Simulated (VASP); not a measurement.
The system is GaN.

```
Ga N
1.0
     0.00000    2.25350    2.25350
     2.25350    0.00000    2.25350
     2.25350    2.25350    0.00000
Ga N
1 1
Direct
  0.00000 0.00000 0.00000
  0.25000 0.25000 0.25000
```

```yaml
Program: VASP 6.6.1
Task: relaxation of cell and atoms
Functional: BLYP
Potentials_or_basis: VASP PAW PBE potentials, release 64 (Ga_d, N)
Cutoff: 600 eV
k_mesh: 10 × 10 × 10
Occupations: fermi-dirac, width 0.05 eV
Spin: no spin polarisation
```

At the start: pressure 11.8 GPa; volume 11.44 Å³/atom.

Question: Where does the relaxation end?

Answer: Over 16 steps the energy falls by 27.1 meV/atom and the volume is 12.22 Å³/atom (+6.8 %); space group F-43m (No. 216, to 0.05 Å).

Step by step:
```tsv
step	energy change (eV)	largest force (eV/Å)	pressure (GPa)	volume (Å³)
1	0.0000	0.0000	11.81	22.89
2	-0.0217	0.0000	-7.42	25.80
3	-0.0542	0.0000	-0.14	24.46
4	-0.0542	0.0000	0.11	24.43
5	-0.0542	0.0000	0.11	24.43
6	-0.0542	0.0000	0.11	24.43
7	-0.0542	0.0000	0.09	24.43
8	-0.0542	0.0000	0.10	24.43
9	-0.0542	0.0000	0.10	24.43
10	-0.0542	0.0000	0.10	24.43
11	-0.0542	0.0000	0.10	24.43
12	-0.0542	0.0000	0.10	24.43
13	-0.0542	0.0000	0.10	24.43
14	-0.0542	0.0000	0.10	24.43
15	-0.0542	0.0000	0.11	24.43
16	-0.0542	0.0000	-0.05	24.44
```

Final structure:
```
Ga N
1.0
     0.00000    2.30318    2.30318
     2.30318    0.00000    2.30318
     2.30318    2.30318    0.00000
Ga N
1 1
Direct
  0.00000 0.00000 0.00000
  0.25000 0.25000 0.25000
```

Caveat: the PAW data sets were made with another functional, which shifts forces and pressure a little.
